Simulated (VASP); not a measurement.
# BiTe (R-3m) in VASP: settings compared

BiTe is run at these levels: revPBE, RPBE; tasks: single point.

All numbers are computed with VASP 6.6.1; they aren't measurements. Logs are shortened: lines on timing, memory, paths and dates and some standing lists are left out, and cuts for length are marked.

## Step 1: The cell of the first run

Symmetry: R-3m, No. 166, trigonal system. Conventional cell: a = 4.871 Å, b = 4.871 Å, c = 10.094 Å, α = 90.00°, β = 90.00°, γ = 120.00°. Within 4.3 Å of Bi (site symmetry -3m) lie 6 Te at 3.28 Å. Within 4.3 Å of Te (site symmetry -3m) lie 6 Bi at 3.28 Å.

## Step 2: Single point, revPBE

INCAR reads:

```
  PREC = Accurate
  ENCUT = 520
  EDIFF = 1E-7
  ISMEAR = -1
  SIGMA = 0.05
  LREAL = F
  LASPH = T
  NELM = 60
  ALGO = Normal
  ISIF = 2
  LWAVE = F
  LCHARG = F
  GGA = RE
  NBANDS = 18
```

KPOINTS reads:

```
Automatic mesh
0
Gamma
  7 7 7
```

POSCAR reads:

```
BiTe
1.0
    2.4356710873      1.4062353579      3.3646381185
   -2.4356710873      1.4062353579      3.3646381185
    0.0000000000     -2.8124707158      3.3646381185
Bi Te
1 1
Direct
    0.5000000000      0.5000000000      0.5000000000
    0.0000000000      0.0000000000      0.0000000000
```

Potentials or basis: VASP PAW PBE potentials, release 64 (Bi_d, Te).

Run with:

```sh
> cat potpaw_PBE.64/Bi_d/POTCAR potpaw_PBE.64/Te/POTCAR > POTCAR
> mpirun -np 1 vasp_std > vasp.out
```

OUTCAR:

```text
PREC = Accurate
   ENCUT = 520
   EDIFF = 1E-7
   ISMEAR = -1
   LREAL = F
   LASPH = T
   NELM = 60
   ISIF = 2
   GGA = RE

 ion  position               nearest neighbor table
   1  0.500  0.500  0.500-   2 3.28   2 3.28   2 3.28   2 3.28   2 3.28   2 3.28
   2  0.000  0.000  0.000-   1 3.28   1 3.28   1 3.28   1 3.28   1 3.28   1 3.28

  LATTYP: Found a trigonal (rhomboedric) cell.
 ALAT       =     4.3852914608
 COS(alpha) =     0.3830210447

  Lattice vectors:

 A1 = (   2.4356710873,   1.4062353579,   3.3646381185)
 A2 = (  -2.4356710873,   1.4062353579,   3.3646381185)
 A3 = (   0.0000000000,  -2.8124707158,   3.3646381185)

Analysis of symmetry for initial positions (statically):
=====================================================================
 Subroutine PRICEL returns:
 Original cell was already a primitive cell.

 Routine SETGRP: Setting up the symmetry group for a
 trigonal (rhombohedral) supercell.

 Subroutine GETGRP returns: Found 12 space group operations
 (whereof 12 operations were pure point group operations)
 out of a pool of 12 trial point group operations.

The static configuration has the point symmetry D_3d.

Analysis of symmetry for dynamics (positions and initial velocities):
=====================================================================
 Subroutine PRICEL returns:
 Original cell was already a primitive cell.

 Routine SETGRP: Setting up the symmetry group for a
 trigonal (rhombohedral) supercell.

 Subroutine GETGRP returns: Found 12 space group operations
 (whereof 12 operations were pure point group operations)
 out of a pool of 12 trial point group operations.

The dynamic configuration has the point symmetry D_3d.

 Subroutine INISYM returns: Found 12 space group operations
 (whereof 12 operations are pure point group operations),
 and found     1 'primitive' translations

----------------------------------------------------------------------------------------

                                     Primitive cell

  volume of cell :      69.1459

  direct lattice vectors                    reciprocal lattice vectors
     2.435671087  1.406235358  3.364638118     0.205282233  0.118519753  0.099069594
    -2.435671087  1.406235358  3.364638118    -0.205282233  0.118519753  0.099069594
     0.000000000 -2.812470716  3.364638118     0.000000000 -0.237039505  0.099069594

  length of vectors
     4.385291461  4.385291461  4.385291461     0.256909540  0.256909540  0.256909540

  position of ions in fractional coordinates (direct lattice)
     0.500000000  0.500000000  0.500000000
     0.000000000  0.000000000  0.000000000

  ion indices of the primitive-cell ions
   primitive index   ion index
                 1           1
                 2           2

----------------------------------------------------------------------------------------

 KPOINTS: Automatic mesh

Automatic generation of k-mesh.
 Grid dimensions read from file:
 generate k-points for:    7    7    7

 Generating k-lattice:

  Cartesian coordinates                     Fractional coordinates (reciprocal lattice)
     0.029326033  0.016931393  0.014152799     0.142857143 -0.000000000 -0.000000000
    -0.029326033  0.016931393  0.014152799    -0.000000000  0.142857143 -0.000000000
     0.000000000 -0.033862786  0.014152799    -0.000000000 -0.000000000  0.142857143

  Length of vectors
     0.036701363  0.036701363  0.036701363

  Shift w.r.t. Gamma in fractional coordinates (k-lattice)
     0.000000000  0.000000000  0.000000000

 Subroutine IBZKPT returns following result:
 ===========================================

 Found     44 irreducible k-points:

 Following reciprocal coordinates:
            Coordinates               Weight
  0.000000  0.000000  0.000000      1.000000
  0.142857  0.000000 -0.000000      6.000000
  0.285714  0.000000 -0.000000      6.000000
  0.428571  0.000000 -0.000000      6.000000
  0.142857  0.142857 -0.000000      6.000000
  0.285714  0.142857  0.000000     12.000000
[... 16 lines left out ...]
  0.285714  0.285714  0.142857      6.000000
  0.428571  0.285714  0.142857     12.000000
 [... further k-points ...]
   k-points           NKPTS =     44   k-points in BZ     NKDIM =     44   number of bands    NBANDS=     18
   number of dos      NEDOS =    301   number of ions     NIONS =      2
   total plane-waves  NPLWV =  46656
   dimension x,y,z NGX =    36 NGY =   36 NGZ =   36
   dimension x,y,z NGXF=    72 NGYF=   72 NGZF=   72
   ions per type =               1   1
   NGX,Y,Z   is equivalent  to a cutoff of  13.65, 13.65, 13.65 a.u.
   NGXF,Y,Z  is equivalent  to a cutoff of  27.30, 27.30, 27.30 a.u.
 SYSTEM =  unknown system
   PREC   = accura    normal or accurate (medium, high low for compatibility)
   ISTART =      0    job   : 0-new  1-cont  2-samecut
   ICHARG =      2    charge: 1-file 2-atom 10-const
   ISPIN  =      1    spin polarized calculation?
   LNONCOLLINEAR =      F non collinear calculations
   LSORBIT =      F    spin-orbit coupling
   LASPH  =      T    aspherical Exc in radial PAW
   ENCUT  =  520.0 eV  38.22 Ry    6.18 a.u.   8.15  8.15  8.15*2*pi/ulx,y,z
   NELM   =     60;   NELMIN=  2; NELMDL= -5     # of ELM steps
   EDIFF  = 0.1E-06   stopping-criterion for ELM
   LREAL  =      F    real-space projection
   EDIFFG = 0.1E-05   stopping-criterion for IOM
   NSW    =      0    number of steps for IOM
   IBRION =     -1    ionic relax: 0-MD 1-quasi-New 2-CG
   NFREE  =      0    steps in history (QN), initial steepest desc. (CG)
   ISIF   =      2    stress and relaxation
   ISYM   =      2    0-nonsym 1-usesym 2-fastsym
   POTIM  = 0.5000    time-step for ionic-motion
   TEBEG  =    0.0;   TEEND  =   0.0 temperature during run
   PSTRESS=    0.0 pullay stress
   NELECT =      21.0000    total number of electrons
   NUPDOWN=      -1.0000    fix difference up-down
   EMIN   =  10.00;   EMAX   =-10.00  energy-range for DOS
   EFERMI =   0.00;   METHOD = LEGACY
   ISMEAR =    -1;   SIGMA  =   0.05  broadening in eV -4-tet -1-fermi 0-gaus
   EFERMI_NEDOS =   21; number of points for ismear=-14 and -15
   IALGO  =     38    algorithm
   IMIX   =      4    mixing-type and parameters
     AMIX     =   0.40;   BMIX     =  1.00
     AMIX_MAG =   1.60;   BMIX_MAG =  1.00
  volume/ion in A,a.u.               =      34.57       233.31
  Fermi-wavevector in a.u.,A,eV,Ry     =   1.100422  2.079496 16.475677  1.210928
  Thomas-Fermi vector in A             =   2.236833
   LORBIT       =      0    0 simple, 1 ext, 2 COOP (PROOUT), +10 PAW based schemes
   GGA     = RE    functional components
   LHFCALC =     F    Hartree Fock is set to
   AEXX    =    0.0000 exact exchange contribution
   IVDW    =     0    specifies the selected vdW correction
   LEPSILON=     F    determine dielectric tensor
   LRPA    =     F    only Hartree local field effects (RPA)
 non-spin polarized calculation
  energy-cutoff  :      520.00
  volume of cell :       69.15
 maximum number of plane-waves:      1873
 NGX is ok and might be reduce to    36
   NGX = 17   NGY = 17   NGZ = 17

 number of electron      21.0000004 magnetization

 Free energy of the ion-electron system (eV)
  ---------------------------------------------------
  ext. energy  EPLUGINS =         0.00000000
  ---------------------------------------------------
  free energy    TOTEN  =        -6.53175553 eV

  energy without entropy =       -6.51921946  energy(sigma->0) =       -6.52548749

 E-fermi :   6.4784     XC(G=0):  -9.2901

 val. band max:        6.4551654658   @ k =  -0.4286   0.2857   0.2857
 cond. band min:       6.5509501490   @ k =   0.2857   0.2857   0.2857
 fundamental gap:      0.0957846832
 Fermi energy:         6.4784136189

 k-point     1 :       0.0000    0.0000    0.0000
  band No.  band energies     occupation
      1     -16.8256      2.00000
      2     -16.8256      2.00000
      3     -16.8074      2.00000
      4     -16.8074      2.00000
      5     -16.7949      2.00000
      6      -6.8555      2.00000
[... 10 lines left out ...]
     17      12.9664      0.00000
     18      13.2719      0.00000

 k-point     2 :       0.1429    0.0000   -0.0000
  band No.  band energies     occupation
      1     -16.8254      2.00000
      2     -16.8251      2.00000
      3     -16.8083      2.00000
      4     -16.8063      2.00000
      5     -16.7945      2.00000
      6      -6.6872      2.00000
[... 10 lines left out ...]
     17      13.6171      0.00000
     18      14.0421      0.00000

 k-point     3 :       0.2857    0.0000   -0.0000
  band No.  band energies     occupation
      1     -16.8252      2.00000
      2     -16.8242      2.00000
      3     -16.8103      2.00000
      4     -16.8043      2.00000
      5     -16.7931      2.00000
      6      -6.1911      2.00000
[... 10 lines left out ...]
     17      15.0875      0.00000
     18      15.8868      0.00000

 k-point     4 :       0.4286    0.0000   -0.0000
  band No.  band energies     occupation
      1     -16.8253      2.00000
      2     -16.8236      2.00000
      3     -16.8118      2.00000
      4     -16.8031      2.00000
      5     -16.7913      2.00000
      6      -5.4022      2.00000
[... 375 lines left out ...]
      4     -16.8063      2.00000
      5     -16.7938      2.00000
      6      -6.2679      2.00000
[... 10 lines left out ...]
     17      13.9604      0.00000
     18      14.3665      0.00000

 k-point    23 :       0.2857    0.2857    0.1429
  band No.  band energies     occupation
      1     -16.8274      2.00000
      2     -16.8248      2.00000
      3     -16.8068      2.00000
      4     -16.8004      2.00000
      5     -16.7948      2.00000
      6      -6.1590      2.00000
[... 10 lines left out ...]
     17      15.0050      0.00000
     18      15.2301      0.00000

 k-point    24 :       0.4286    0.2857    0.1429
  band No.  band energies     occupation
      1     -16.8280      2.00000
      2     -16.8244      2.00000
      3     -16.8077      2.00000
      4     -16.7989      2.00000
      5     -16.7934      2.00000
      6      -5.6902      2.00000
[... 10 lines left out ...]
     17      15.4740      0.00000
     18      16.5320      0.00000

 [... further k-points ...]

------------------------ aborting loop because EDIFF is reached ----------------------------------------

  FORCE on cell =-STRESS in cart. coord.  units (eV):
  Direction    XX          YY          ZZ          XY          YZ          ZX
  --------------------------------------------------------------------------------------
  -------------------------------------------------------------------------------------
  Total       -0.0223073     -0.0223073     -0.0205908      0.0000000     -0.0000000      0.0000000
  in kB       -0.5168827     -0.5168827     -0.4771090      0.0000000     -0.0000000      0.0000000
  external PRESSURE =      -0.5036248 kB  Pullay stress =       0.0000000 kB

 VOLUME and BASIS-vectors are now :
 -----------------------------------------------------------------------------
  energy-cutoff  :      520.00
  volume of cell :       69.15
      direct lattice vectors                 reciprocal lattice vectors
     2.435671087  1.406235358  3.364638118     0.205282233  0.118519753  0.099069594
    -2.435671087  1.406235358  3.364638118    -0.205282233  0.118519753  0.099069594
     0.000000000 -2.812470716  3.364638118     0.000000000 -0.237039505  0.099069594

 POSITION                                       TOTAL-FORCE (eV/Angst)
 -----------------------------------------------------------------------------------
      0.00000      0.00000      5.04696         0.000000     -0.000000     -0.000000
      0.00000      0.00000      0.00000         0.000000      0.000000      0.000000
 -----------------------------------------------------------------------------------
    total drift:                               -0.000000     -0.000000      0.000000

  FREE ENERGIE OF THE ION-ELECTRON SYSTEM (eV)
  ---------------------------------------------------
  free  energy   TOTEN  =        -6.5317555297 eV

  energy  without entropy=       -6.5192194582  energy(sigma->0) =       -6.52548749
```

Run time: 22 s. Hardware: 1 thread of Intel Xeon 6975P-C (Granite Rapids), shared host; peak memory 0.23 GiB.

Results:

```
Free energy : -6.5318 eV
Pressure    : -0.1 GPa
```

Caveat: the PAW data sets were made with another functional, which shifts forces and pressure a little; spin-orbit coupling is left out, which moves the levels of the heavy elements.

## Step 3: Single point, RPBE

This run uses another cell than the first one, of 34.90 Å³/atom, 1.010 times its volume.

INCAR reads:

```
SYSTEM = BiTe
ALGO     = Normal         ! electronic algorithm
EDIFF    = 1E-7           ! SCF threshold, eV
ENCUT    = 520            ! plane-wave cutoff, eV
GGA      = RP             ! functional
ISIF     = 2              ! what is computed and relaxed
ISMEAR   = -1             ! smearing method
LASPH    = .True.         ! aspherical terms in the spheres
LCHARG   = .False.        ! write CHGCAR
LREAL    = .False.        ! projectors in reciprocal space
LWAVE    = .False.        ! write WAVECAR
NBANDS   = 18             ! bands
NELM     = 80             ! most SCF steps
PREC     = Accurate       ! precision mode
SIGMA    = 0.05           ! smearing width, eV
```

KPOINTS reads:

```
k-points
0
Gamma
  7 7 7
  0 0 0
```

POSCAR reads:

```
BiTe
1.0
    2.4387866903      1.4080341521      3.3881171929
   -2.4387866903      1.4080341521      3.3881171929
    0.0000000000     -2.8160683042      3.3881171929
Bi Te
1 1
Direct
    0.5000000000      0.5000000000      0.5000000000
    0.0000000000      0.0000000000      0.0000000000
```

Potentials or basis: VASP PAW PBE potentials, release 64 (Bi_d, Te).

Run with:

```sh
> cat potpaw_PBE.64/Bi_d/POTCAR potpaw_PBE.64/Te/POTCAR > POTCAR
> mpirun -np 1 vasp_std > vasp.out
```

It took 19 s on 1 thread of Intel Xeon 6975P-C (Granite Rapids), shared host; peak memory 0.22 GiB.

It converged, with:

```
Free energy : -6.4356 eV
Pressure    : -0.1 GPa
```

Levels at points of the mesh, in eV from the Fermi level:
```csv
k point,band 8,band 9,band 10,band 11,band 12,band 13
"(0.00, 0.00, 0.00)",-2.82,-2.82,-1.65,1.80,2.37,2.37
```

Caveat: the PAW data sets were made with another functional, which shifts forces and pressure a little; spin-orbit coupling is left out, which moves the levels of the heavy elements.
